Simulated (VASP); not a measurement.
A run of VASP 6.6.1:

INCAR

```
SYSTEM = MoS2
PREC = Accurate
ENCUT = 520
EDIFF = 1E-6
ISMEAR = 0
SIGMA = 0.05
LREAL = .False.
LASPH = .True.
NELM = 100
ALGO = Normal
ISIF = 2
LWAVE = .False.
LCHARG = .False.
GGA = PE
IVDW = 12
NBANDS = 35
```

KPOINTS

```
regular mesh
0
Gamma
  12 12 4
  0 0 0
```

Contents of POSCAR:

```
MoS2
1.0
    3.0549000000      0.0000000000      0.0000000000
   -1.5274500000      2.6456210060      0.0000000000
    0.0000000000      0.0000000000     12.0957854159
Mo S
2 4
Direct
    0.6666666667      0.3333333333      0.2501439769
    0.3333333333      0.6666666667      0.7498560231
    0.3333333333      0.6666666667      0.3795985159
    0.6666666667      0.3333333333      0.8793132861
    0.3333333333      0.6666666667      0.1206867139
    0.6666666667      0.3333333333      0.6204014841
```

Potentials or basis: VASP PAW PBE potentials, release 64 (Mo_sv, S).

Launch:

```bash
$ cat potpaw_PBE.64/Mo_sv/POTCAR potpaw_PBE.64/S/POTCAR > POTCAR
$ mpirun -np 1 vasp_std > vasp.out
```

Hardware: 1 thread of Intel(R) Xeon(R) 6975P-C (Granite Rapids), on a shared host.

Problem. Estimate the wall time of this run.

Solution. It took 90 s on 1 thread of Intel(R) Xeon(R) 6975P-C (Granite Rapids), on a shared host, peak memory 0.34 GiB. Counts: scf iterations 15, k points 69.
